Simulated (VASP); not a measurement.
# GaN (Cm) in VASP: notebook, part 2 of 3

VASP 6.6.1. The steps go on from the part before.

## Step 5: Single point, PBE (atom 5 (N) moved +0.180 Å towards its neighbour atom 6 (N) at 3.216 Å)

Contents of INCAR:

```
SYSTEM = GaN
  ALGO = Normal
  EDIFF = 1E-6
  ENCUT = 520
  GGA = PE
  ISIF = 2
  ISMEAR = 0
  LASPH = .TRUE.
  LCHARG = .TRUE.
  LELF = .TRUE.
  LREAL = .FALSE.
  LVHAR = .TRUE.
  LWAVE = .FALSE.
  NBANDS = 46
  NELM = 60
  PREC = Accurate
  SIGMA = 0.05
```

Contents of KPOINTS:

```
k-points
0
G
  6 6 6
  0 0 0
```

Contents of POSCAR:

```
GaN
1.0
    4.5484769745      0.0000000000      0.0000000000
    0.0000000000     -4.5484769745      0.0000000000
    0.0000000000      0.0000000000     -4.5484769745
Ga N
4 4
Direct
    0.0000000000      0.0000000000      0.0000000000
    0.5000000000      0.5000000000      0.0000000000
    0.5000000000      0.0000000000      0.5000000000
    0.0000000000      0.5000000000      0.5000000000
    0.7220171782      0.7220171782      0.7500000000
    0.2500000000      0.2500000000      0.7500000000
    0.2500000000      0.7500000000      0.2500000000
    0.7500000000      0.2500000000      0.2500000000
```

Potentials or basis: VASP PAW PBE potentials, release 64 (Ga_d, N).

Run with:

```bash
$ cat potpaw_PBE.64/Ga_d/POTCAR potpaw_PBE.64/N/POTCAR > POTCAR
$ mpirun -np 1 vasp_std > vasp.out
```

OUTCAR:

```text
SYSTEM = GaN
   EDIFF = 1E-6
   ENCUT = 520
   GGA = PE
   ISIF = 2
   ISMEAR = 0
   LASPH = .TRUE.
   LREAL = .FALSE.
   NELM = 60
   PREC = Accurate

 ion  position               nearest neighbor table
   1  0.000  0.000  0.000-   6 1.97   7 1.97   8 1.97   5 2.12
   2  0.500  0.500  0.000-   5 1.83   6 1.97   7 1.97   8 1.97
   3  0.500  0.000  0.500-   6 1.97   7 1.97   8 1.97   5 1.98
   4  0.000  0.500  0.500-   6 1.97   7 1.97   8 1.97   5 1.98
   5  0.722  0.722  0.750-   2 1.83   3 1.98   4 1.98   1 2.12
   6  0.250  0.250  0.750-   1 1.97   2 1.97   3 1.97   4 1.97
   7  0.250  0.750  0.250-   1 1.97   2 1.97   3 1.97   4 1.97
   8  0.750  0.250  0.250-   1 1.97   2 1.97   3 1.97   4 1.97

  LATTYP: Found a simple cubic cell.
 ALAT       =     4.5484769745

  Lattice vectors:

 A1 = (   4.5484769745,   0.0000000000,   0.0000000000)
 A2 = (   0.0000000000,  -4.5484769745,   0.0000000000)
 A3 = (   0.0000000000,   0.0000000000,  -4.5484769745)

Analysis of symmetry for initial positions (statically):
=====================================================================
 Subroutine PRICEL returns:
 Original cell was already a primitive cell.

 Routine SETGRP: Setting up the symmetry group for a
 simple cubic supercell.

 Subroutine GETGRP returns: Found  2 space group operations
 (whereof  2 operations were pure point group operations)
 out of a pool of 48 trial point group operations.

The static configuration has the point symmetry C_1h.

Analysis of symmetry for dynamics (positions and initial velocities):
=====================================================================
 Subroutine PRICEL returns:
 Original cell was already a primitive cell.

 Routine SETGRP: Setting up the symmetry group for a
 simple cubic supercell.

 Subroutine GETGRP returns: Found  2 space group operations
 (whereof  2 operations were pure point group operations)
 out of a pool of 48 trial point group operations.

The dynamic configuration has the point symmetry C_1h.

 Subroutine INISYM returns: Found  2 space group operations
 (whereof  2 operations are pure point group operations),
 and found     1 'primitive' translations

----------------------------------------------------------------------------------------

                                     Primitive cell

  volume of cell :      94.1018

  direct lattice vectors                    reciprocal lattice vectors
     4.548476974  0.000000000  0.000000000     0.219853812  0.000000000  0.000000000
     0.000000000 -4.548476974  0.000000000     0.000000000 -0.219853812  0.000000000
     0.000000000  0.000000000 -4.548476974     0.000000000  0.000000000 -0.219853812

  length of vectors
     4.548476974  4.548476974  4.548476974     0.219853812  0.219853812  0.219853812

  position of ions in fractional coordinates (direct lattice)
     0.000000000  0.000000000  0.000000000
     0.500000000  0.500000000  0.000000000
     0.500000000  0.000000000  0.500000000
     0.000000000  0.500000000  0.500000000
     0.722017178  0.722017178  0.750000000
[... 34 lines left out ...]
     0.000000000  0.000000000  0.000000000

 Subroutine IBZKPT returns following result:
 ===========================================

 Found     68 irreducible k-points:

 Following reciprocal coordinates:
            Coordinates               Weight
  0.000000  0.000000  0.000000      1.000000
  0.166667  0.000000  0.000000      4.000000
  0.000000  0.000000  0.166667      2.000000
  0.333333  0.000000  0.000000      4.000000
  0.000000  0.000000  0.333333      2.000000
  0.500000  0.000000  0.000000      2.000000
[... 16 lines left out ...]
 -0.333333  0.333333  0.000000      2.000000
 -0.333333  0.000000  0.333333      4.000000
 [... further k-points ...]
   k-points           NKPTS =     68   k-points in BZ     NKDIM =     68   number of bands    NBANDS=     46
   number of dos      NEDOS =    301   number of ions     NIONS =      8
   total plane-waves  NPLWV =  46656
   dimension x,y,z NGX =    36 NGY =   36 NGZ =   36
   dimension x,y,z NGXF=    72 NGYF=   72 NGZF=   72
   ions per type =               4   4
   NGX,Y,Z   is equivalent  to a cutoff of  13.16, 13.16, 13.16 a.u.
   NGXF,Y,Z  is equivalent  to a cutoff of  26.32, 26.32, 26.32 a.u.
 SYSTEM =  GaN
   PREC   = accura    normal or accurate (medium, high low for compatibility)
   ISTART =      0    job   : 0-new  1-cont  2-samecut
   ICHARG =      2    charge: 1-file 2-atom 10-const
   ISPIN  =      1    spin polarized calculation?
   LNONCOLLINEAR =      F non collinear calculations
   LSORBIT =      F    spin-orbit coupling
   LASPH  =      T    aspherical Exc in radial PAW
   ENCUT  =  520.0 eV  38.22 Ry    6.18 a.u.   8.46  8.46  8.46*2*pi/ulx,y,z
   NELM   =     60;   NELMIN=  2; NELMDL= -5     # of ELM steps
   EDIFF  = 0.1E-05   stopping-criterion for ELM
   LREAL  =      F    real-space projection
   EDIFFG = 0.1E-04   stopping-criterion for IOM
   NSW    =      0    number of steps for IOM
   IBRION =     -1    ionic relax: 0-MD 1-quasi-New 2-CG
   NFREE  =      0    steps in history (QN), initial steepest desc. (CG)
   ISIF   =      2    stress and relaxation
   ISYM   =      2    0-nonsym 1-usesym 2-fastsym
   POTIM  = 0.5000    time-step for ionic-motion
   TEBEG  =    0.0;   TEEND  =   0.0 temperature during run
   PSTRESS=    0.0 pullay stress
   NELECT =      72.0000    total number of electrons
   NUPDOWN=      -1.0000    fix difference up-down
   EMIN   =  10.00;   EMAX   =-10.00  energy-range for DOS
   EFERMI =   0.00;   METHOD = LEGACY
   ISMEAR =     0;   SIGMA  =   0.05  broadening in eV -4-tet -1-fermi 0-gaus
   EFERMI_NEDOS =   21; number of points for ismear=-14 and -15
   IALGO  =     38    algorithm
   IMIX   =      4    mixing-type and parameters
     AMIX     =   0.40;   BMIX     =  1.00
     AMIX_MAG =   1.60;   BMIX_MAG =  1.00
  volume/ion in A,a.u.               =      11.76        79.38
  Fermi-wavevector in a.u.,A,eV,Ry     =   1.497337  2.829557 30.504523  2.242019
  Thomas-Fermi vector in A             =   2.609238
   LORBIT       =      0    0 simple, 1 ext, 2 COOP (PROOUT), +10 PAW based schemes
   GGA     = PE    functional components
   LHFCALC =     F    Hartree Fock is set to
   AEXX    =    0.0000 exact exchange contribution
   IVDW    =     0    specifies the selected vdW correction
   LEPSILON=     F    determine dielectric tensor
   LRPA    =     F    only Hartree local field effects (RPA)
 non-spin polarized calculation
 Gauss-broadening in eV      SIGMA  =   0.05
  energy-cutoff  :      520.00
  volume of cell :       94.10
 maximum number of plane-waves:      2560
 NGX is ok and might be reduce to    36
   NGX = 17   NGY = 17   NGZ = 17

 number of electron      72.0000091 magnetization

 Free energy of the ion-electron system (eV)
  ---------------------------------------------------
  ext. energy  EPLUGINS =         0.00000000
  ---------------------------------------------------
  free energy    TOTEN  =       -48.34624229 eV

  energy without entropy =      -48.34624229  energy(sigma->0) =      -48.34624229

 E-fermi :   5.2722     XC(G=0): -11.5213

 val. band max:        5.0733924134   @ k =   0.0000   0.0000   0.0000
 cond. band min:       6.5130614260   @ k =   0.0000   0.0000   0.0000
 fundamental gap:      1.4396690127
 Fermi energy:         5.2721841945

 k-point     1 :       0.0000    0.0000    0.0000
  band No.  band energies     occupation
      1     -10.7423      2.00000
      2      -9.7984      2.00000
      3      -9.7605      2.00000
      4      -9.7573      2.00000
      5      -8.4655      2.00000
      6      -8.4510      2.00000
[... 1165 lines left out ...]
     45      14.1958      0.00000
     46      14.3325      0.00000

 [... further k-points ...]
[... 5 lines left out ...]
  --------------------------------------------------------------------------------------
  -------------------------------------------------------------------------------------
  Total        0.4495441      0.4495441      0.8567970     -0.5551718     -1.0005300      1.0005305
  in kB        7.6539362      7.6539362     14.5878234     -9.4523533    -17.0350218     17.0350297
  external PRESSURE =       9.9652319 kB  Pullay stress =       0.0000000 kB

 VOLUME and BASIS-vectors are now :
 -----------------------------------------------------------------------------
  energy-cutoff  :      520.00
  volume of cell :       94.10
      direct lattice vectors                 reciprocal lattice vectors
     4.548476974  0.000000000  0.000000000     0.219853812  0.000000000  0.000000000
     0.000000000 -4.548476974  0.000000000     0.000000000 -0.219853812  0.000000000
     0.000000000  0.000000000 -4.548476974     0.000000000  0.000000000 -0.219853812

 POSITION                                       TOTAL-FORCE (eV/Angst)
 -----------------------------------------------------------------------------------
      0.00000      0.00000      0.00000        -0.381017      0.381017      0.249260
      2.27424     -2.27424      0.00000        -0.933229      0.933229     -0.955163
      2.27424      0.00000     -2.27424        -0.076582      0.132373     -0.056018
      0.00000     -2.27424     -2.27424        -0.132373      0.076582     -0.056018
      3.28408     -3.28408     -3.41136         2.153704     -2.153704      0.825684
      1.13712     -1.13712     -3.41136        -0.328490      0.328490      0.003508
      1.13712     -3.41136     -1.13712        -0.321967     -0.019953     -0.005626
      3.41136     -1.13712     -1.13712         0.019953      0.321967     -0.005626
 -----------------------------------------------------------------------------------
    total drift:                                0.000034     -0.000034     -0.000186

  FREE ENERGIE OF THE ION-ELECTRON SYSTEM (eV)
  ---------------------------------------------------
  free  energy   TOTEN  =       -48.3462422874 eV

  energy  without entropy=      -48.3462422874  energy(sigma->0) =      -48.34624229
```

It took 2.6 min on 1 thread of Intel Xeon 6975P-C (Granite Rapids), shared host; peak memory 0.34 GiB.

What came out:

```yaml
Free_energy: -48.3462 eV
Pressure: 1.0 GPa
Largest_force: 3.156 eV/Å
Band_gap_on_the_k_mesh: 1.44 eV
```

Forces on the atoms (eV/Å):
```
Ga  -0.381  0.381  0.249
Ga  -0.933  0.933 -0.955
Ga  -0.077  0.132 -0.056
Ga  -0.132  0.077 -0.056
N    2.154 -2.154  0.826
N   -0.328  0.328  0.004
N   -0.322 -0.020 -0.006
N    0.020  0.322 -0.006
```

Levels at points of the mesh, in eV from the valence-band top:
```tsv
k point	band 33	band 34	band 35	band 36	band 37	band 38	band 39	band 40
(0.00, 0.00, 0.00)	-2.56	-0.17	-0.10	0.00	1.44	3.22	3.27	3.28
(0.50, 0.00, 0.00)	-1.65	-1.58	-1.47	-1.34	4.33	4.37	5.97	6.05
(0.00, 0.00, 0.50)	-1.53	-1.52	-1.49	-1.44	4.28	4.33	5.97	6.01
(0.50, 0.50, 0.00)	-1.21	-1.09	-1.00	-0.93	5.45	6.11	6.13	6.50
(0.00, 0.50, 0.50)	-1.22	-1.08	-1.07	-0.89	5.68	5.91	6.20	6.45
(0.50, 0.50, 0.50)	-1.02	-1.02	-0.89	-0.75	4.12	4.32	4.35	4.52
```

Caveat: the cell differs from its parent crystal (atom 5 (N) moved +0.180 Å towards its neighbour atom 6 (N) at 3.216 Å); forces of over 1 eV/Å act on the atoms, so gaps and moduli don't describe the material at rest.

[end of part 2 of 3]
